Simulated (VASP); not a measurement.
# B2O in VASP: single point with LDA

Aim: the single point of B2O with LDA.

All numbers are computed with VASP 6.6.1; they aren't measurements. Logs are shortened: lines on timing, memory, paths and dates and some standing lists are left out, and cuts for length are marked.

## (1) The cell of the first run

The typed cell holds 6 atoms: a = 2.906 Å, b = 2.906 Å, c = 7.118 Å, α = 90.00°, β = 90.00°, γ = 120.00°.

## (2) Single point, LDA

Contents of INCAR:

```
ALGO = Normal ; EDIFF = 1E-6
ENCUT = 520 ; GGA = CA
ISIF = 2 ; ISMEAR = -1
LASPH = True ; LCHARG = True
LELF = True ; LREAL = False
LVHAR = True ; LWAVE = False
NBANDS = 21 ; NELM = 100
PREC = Accurate ; SIGMA = 0.0343
```

Contents of KPOINTS:

```
k-points
0
Gamma
  12 12 5
```

Contents of POSCAR:

```
B2O
1.0
    2.9057604600      0.0000000000      0.0000000000
   -1.4528802300      2.5164652600      0.0000000000
    0.0000000000      0.0000000000      7.1175487100
B O
4 2
Direct
    0.0000000000      0.0000000000      0.3800000000
    0.0000000000      0.0000000000      0.6200000000
    0.6667000000      0.3333000000      0.0230000000
    0.3333000000      0.6667000000      0.9770000000
    0.6667000000      0.3333000000      0.3060000000
    0.3333000000      0.6667000000      0.6940000000
```

Potentials or basis: VASP PAW LDA potentials, release 64 (B, O).

The run is started by

```
> cat potpaw_LDA.64/B/POTCAR potpaw_LDA.64/O/POTCAR > POTCAR
> mpirun -np 1 vasp_std > vasp.out
```

OUTCAR:

```text
EDIFF = 1E-6
   ENCUT = 520
   GGA = CA
   ISIF = 2
   ISMEAR = -1
   LASPH = True
   LREAL = False
   NELM = 100
   PREC = Accurate

 ion  position               nearest neighbor table
   1  0.000  0.000  0.380-   2 1.71   5 1.76   5 1.76   5 1.76
   2  0.000  0.000  0.620-   1 1.71   6 1.76   6 1.76   6 1.76
   3  0.667  0.333  0.023-   4 1.71   4 1.71   4 1.71   5 2.01
   4  0.333  0.667  0.977-   3 1.71   3 1.71   3 1.71   6 2.01
   5  0.667  0.333  0.306-   1 1.76   1 1.76   1 1.76   3 2.01
   6  0.333  0.667  0.694-   2 1.76   2 1.76   2 1.76   4 2.01

  LATTYP: Found a hexagonal cell.
 ALAT       =     2.9057604600
 C/A-ratio  =     2.4494616153

  Lattice vectors:

 A1 = (   2.9057604600,   0.0000000000,   0.0000000000)
 A2 = (  -1.4528802300,   2.5164652600,   0.0000000000)
 A3 = (   0.0000000000,   0.0000000000,   7.1175487100)

Analysis of symmetry for initial positions (statically):
=====================================================================
 Subroutine PRICEL returns:
 Original cell was already a primitive cell.

 Routine SETGRP: Setting up the symmetry group for a
 hexagonal supercell.

 Subroutine GETGRP returns: Found  4 space group operations
 (whereof  4 operations were pure point group operations)
 out of a pool of 24 trial point group operations.

The static configuration has the point symmetry C_2h.

Analysis of symmetry for dynamics (positions and initial velocities):
=====================================================================
 Subroutine PRICEL returns:
 Original cell was already a primitive cell.

 Routine SETGRP: Setting up the symmetry group for a
 hexagonal supercell.

 Subroutine GETGRP returns: Found  4 space group operations
 (whereof  4 operations were pure point group operations)
 out of a pool of 24 trial point group operations.

The dynamic configuration has the point symmetry C_2h.

 Subroutine INISYM returns: Found  4 space group operations
 (whereof  4 operations are pure point group operations),
 and found     1 'primitive' translations

----------------------------------------------------------------------------------------

                                     Primitive cell

  volume of cell :      52.0453

  direct lattice vectors                    reciprocal lattice vectors
     2.905760460  0.000000000  0.000000000     0.344143990  0.198691398  0.000000000
    -1.452880230  2.516465260  0.000000000     0.000000000  0.397382796  0.000000000
     0.000000000  0.000000000  7.117548710     0.000000000  0.000000000  0.140497809

  length of vectors
     2.905760460  2.905762958  7.117548710     0.397383137  0.397382796  0.140497809

  position of ions in fractional coordinates (direct lattice)
     0.000000000  0.000000000  0.380000000
     0.000000000  0.000000000  0.620000000
     0.666700000  0.333300000  0.023000000
     0.333300000  0.666700000  0.977000000
     0.666700000  0.333300000  0.306000000
     0.333300000  0.666700000  0.694000000

  ion indices of the primitive-cell ions
   primitive index   ion index
                 1           1
                 2           2
                 3           3
                 4           4
                 5           5
                 6           6

----------------------------------------------------------------------------------------

 KPOINTS: k-points

Automatic generation of k-mesh.
 Grid dimensions read from file:
 generate k-points for:   12   12    5

 Generating k-lattice:

  Cartesian coordinates                     Fractional coordinates (reciprocal lattice)
     0.028678666  0.016557616  0.000000000     0.083333333  0.000000000  0.000000000
     0.000000000  0.033115233  0.000000000     0.000000000  0.083333333  0.000000000
     0.000000000  0.000000000  0.028099562     0.000000000  0.000000000  0.200000000

  Length of vectors
     0.033115261  0.033115233  0.028099562

  Shift w.r.t. Gamma in fractional coordinates (k-lattice)
     0.000000000  0.000000000  0.000000000

 Subroutine IBZKPT returns following result:
 ===========================================

 Found    199 irreducible k-points:

 Following reciprocal coordinates:
            Coordinates               Weight
  0.000000  0.000000  0.000000      1.000000
  0.083333  0.000000  0.000000      4.000000
 -0.083333  0.083333  0.000000      2.000000
  0.166667  0.000000  0.000000      4.000000
 -0.166667  0.166667  0.000000      2.000000
  0.250000 -0.000000  0.000000      4.000000
[... 16 lines left out ...]
 -0.083333  0.416667  0.000000      4.000000
 -0.416667  0.333333  0.000000      4.000000
 [... further k-points ...]
   k-points           NKPTS =    199   k-points in BZ     NKDIM =    199   number of bands    NBANDS=     21
   number of dos      NEDOS =    301   number of ions     NIONS =      6
   total plane-waves  NPLWV =  31104
   dimension x,y,z NGX =    24 NGY =   24 NGZ =   54
   dimension x,y,z NGXF=    48 NGYF=   48 NGZF=  108
   ions per type =               4   2
   NGX,Y,Z   is equivalent  to a cutoff of  13.73, 13.73, 12.61 a.u.
   NGXF,Y,Z  is equivalent  to a cutoff of  27.46, 27.46, 25.23 a.u.
 SYSTEM =  unknown system
   PREC   = accura    normal or accurate (medium, high low for compatibility)
   ISTART =      0    job   : 0-new  1-cont  2-samecut
   ICHARG =      2    charge: 1-file 2-atom 10-const
   ISPIN  =      1    spin polarized calculation?
   LNONCOLLINEAR =      F non collinear calculations
   LSORBIT =      F    spin-orbit coupling
   LASPH  =      T    aspherical Exc in radial PAW
   ENCUT  =  520.0 eV  38.22 Ry    6.18 a.u.   5.40  5.40 13.23*2*pi/ulx,y,z
   NELM   =    100;   NELMIN=  2; NELMDL= -5     # of ELM steps
   EDIFF  = 0.1E-05   stopping-criterion for ELM
   LREAL  =      F    real-space projection
   EDIFFG = 0.1E-04   stopping-criterion for IOM
   NSW    =      0    number of steps for IOM
   IBRION =     -1    ionic relax: 0-MD 1-quasi-New 2-CG
   NFREE  =      0    steps in history (QN), initial steepest desc. (CG)
   ISIF   =      2    stress and relaxation
   ISYM   =      2    0-nonsym 1-usesym 2-fastsym
   POTIM  = 0.5000    time-step for ionic-motion
   TEBEG  =    0.0;   TEEND  =   0.0 temperature during run
   PSTRESS=    0.0 pullay stress
   NELECT =      24.0000    total number of electrons
   NUPDOWN=      -1.0000    fix difference up-down
   EMIN   =  10.00;   EMAX   =-10.00  energy-range for DOS
   EFERMI =   0.00;   METHOD = LEGACY
   ISMEAR =    -1;   SIGMA  =   0.03  broadening in eV -4-tet -1-fermi 0-gaus
   EFERMI_NEDOS =   21; number of points for ismear=-14 and -15
   IALGO  =     38    algorithm
   IMIX   =      4    mixing-type and parameters
     AMIX     =   0.40;   BMIX     =  1.00
     AMIX_MAG =   1.60;   BMIX_MAG =  1.00
  volume/ion in A,a.u.               =       8.67        58.54
  Fermi-wavevector in a.u.,A,eV,Ry     =   1.264789  2.390105 21.765130  1.599692
  Thomas-Fermi vector in A             =   2.398076
   LORBIT       =      0    0 simple, 1 ext, 2 COOP (PROOUT), +10 PAW based schemes
   GGA     = CA    functional components
   LHFCALC =     F    Hartree Fock is set to
   AEXX    =    0.0000 exact exchange contribution
   IVDW    =     0    specifies the selected vdW correction
   LEPSILON=     F    determine dielectric tensor
   LRPA    =     F    only Hartree local field effects (RPA)
 non-spin polarized calculation
  energy-cutoff  :      520.00
  volume of cell :       52.05
 maximum number of plane-waves:      1442
 NGX is ok and might be reduce to    24
   NGX = 11   NGY = 11   NGZ = 27

 number of electron      23.9999990 magnetization

 Free energy of the ion-electron system (eV)
  ---------------------------------------------------
  ext. energy  EPLUGINS =         0.00000000
  ---------------------------------------------------
  free energy    TOTEN  =       -41.94376895 eV

  energy without entropy =      -41.93474694  energy(sigma->0) =      -41.93925795

 E-fermi :   5.6996     XC(G=0): -11.2549

 val. band max:        5.6740914692   @ k =   0.5000   0.5000   0.2000
 cond. band min:       5.7298928249   @ k =  -0.0833   0.0833   0.4000
 fundamental gap:      0.0558013556
 Fermi energy:         5.6996467153

 k-point     1 :       0.0000    0.0000    0.0000
  band No.  band energies     occupation
      1     -17.1699      2.00000
      2     -16.6649      2.00000
      3      -6.4517      2.00000
      4      -3.6555      2.00000
      5      -2.1773      2.00000
      6      -1.0454      2.00000
[... 13 lines left out ...]
     20      14.5370      0.00000
     21      14.5433      0.00000

 k-point     2 :       0.0833    0.0000    0.0000
  band No.  band energies     occupation
      1     -17.1021      2.00000
      2     -16.6080      2.00000
      3      -6.3344      2.00000
      4      -3.6748      2.00000
      5      -2.1394      2.00000
      6      -1.4190      2.00000
[... 13 lines left out ...]
     20      14.5748      0.00000
     21      15.0510      0.00000

 k-point     3 :      -0.0833    0.0833    0.0000
  band No.  band energies     occupation
      1     -17.1021      2.00000
      2     -16.6080      2.00000
      3      -6.3344      2.00000
      4      -3.6749      2.00000
      5      -2.1394      2.00000
      6      -1.4201      2.00000
[... 13 lines left out ...]
     20      14.5709      0.00000
     21      15.0554      0.00000
[... 457 lines left out ...]
 k-point    23 :      -0.0833    0.4167    0.0000
  band No.  band energies     occupation
      1     -16.1065      2.00000
      2     -15.8515      2.00000
      3      -5.7551      2.00000
      4      -4.8778      2.00000
      5      -3.9640      2.00000
      6      -2.5971      2.00000
[... 13 lines left out ...]
     20      13.6323      0.00000
     21      14.8891      0.00000

 k-point    24 :      -0.4167    0.3333    0.0000
  band No.  band energies     occupation
      1     -16.1065      2.00000
      2     -15.8514      2.00000
      3      -5.7558      2.00000
      4      -4.8781      2.00000
      5      -3.9640      2.00000
      6      -2.5964      2.00000
[... 13 lines left out ...]
     20      13.6314      0.00000
     21      14.8882      0.00000

 [... further k-points ...]

------------------------ aborting loop because EDIFF is reached ----------------------------------------

  FORCE on cell =-STRESS in cart. coord.  units (eV):
  Direction    XX          YY          ZZ          XY          YZ          ZX
  --------------------------------------------------------------------------------------
  -------------------------------------------------------------------------------------
  Total      -12.9014796    -12.8933308     -3.7930230      0.0070826      0.0004944     -0.0008564
  in kB     -397.1631120   -396.9122580   -116.7655857      0.2180342      0.0152211     -0.0263637
  external PRESSURE =    -303.6136519 kB  Pullay stress =       0.0000000 kB

 VOLUME and BASIS-vectors are now :
 -----------------------------------------------------------------------------
  energy-cutoff  :      520.00
  volume of cell :       52.05
      direct lattice vectors                 reciprocal lattice vectors
     2.905760460  0.000000000  0.000000000     0.344143990  0.198691398  0.000000000
    -1.452880230  2.516465260  0.000000000     0.000000000  0.397382796  0.000000000
     0.000000000  0.000000000  7.117548710     0.000000000  0.000000000  0.140497809

 POSITION                                       TOTAL-FORCE (eV/Angst)
 -----------------------------------------------------------------------------------
      0.00000      0.00000      2.70467        -0.000515      0.000298      0.090896
      0.00000      0.00000      4.41288         0.000515     -0.000298     -0.090896
      1.45303      0.83874      0.16370        -0.000911      0.000526     -0.041259
     -0.00015      1.67773      6.95385         0.000911     -0.000526      0.041259
      1.45303      0.83874      2.17797        -0.000006      0.000003     -0.015328
     -0.00015      1.67773      4.93958         0.000006     -0.000003      0.015328
 -----------------------------------------------------------------------------------
    total drift:                                0.000000      0.000000     -0.000000

  FREE ENERGIE OF THE ION-ELECTRON SYSTEM (eV)
  ---------------------------------------------------
  free  energy   TOTEN  =       -41.9437689502 eV

  energy  without entropy=      -41.9347469417  energy(sigma->0) =      -41.93925795
```

It took 2.9 min on 1 thread of Intel Xeon Platinum 8259CL at 2.50GHz (Skylake/Cascade Lake), shared host; peak memory 0.28 GiB.

What came out:

| Quantity | Value |
| --- | --- |
| Free energy | -41.9438 eV |
| Pressure | -30.4 GPa |
| Largest force | 0.091 eV/Å |
| Band gap on the k mesh | zero (bands 12 and 13 overlap by 1.11 eV) |

Forces in eV/Å, atoms in the order of the input:
```
B   -0.001  0.000  0.091
B    0.001  0.000 -0.091
B   -0.001  0.001 -0.041
B    0.001 -0.001  0.041
O    0.000  0.000 -0.015
O    0.000  0.000  0.015
```

Levels at points of the mesh, in eV from the Fermi level:
| k point | band 10 | band 11 | band 12 | band 13 | band 14 | band 15 |
| --- | --- | --- | --- | --- | --- | --- |
| (0.00, 0.00, 0.00) | -2.98 | -1.40 | 0.48 | 1.06 | 1.63 | 1.63 |
| (0.50, 0.00, 0.00) | -5.35 | -4.85 | -0.99 | 0.04 | 1.33 | 2.95 |
| (0.50, 0.50, 0.00) | -5.35 | -4.85 | -0.99 | 0.04 | 1.33 | 2.95 |

Caveat: the cell stands under tension.
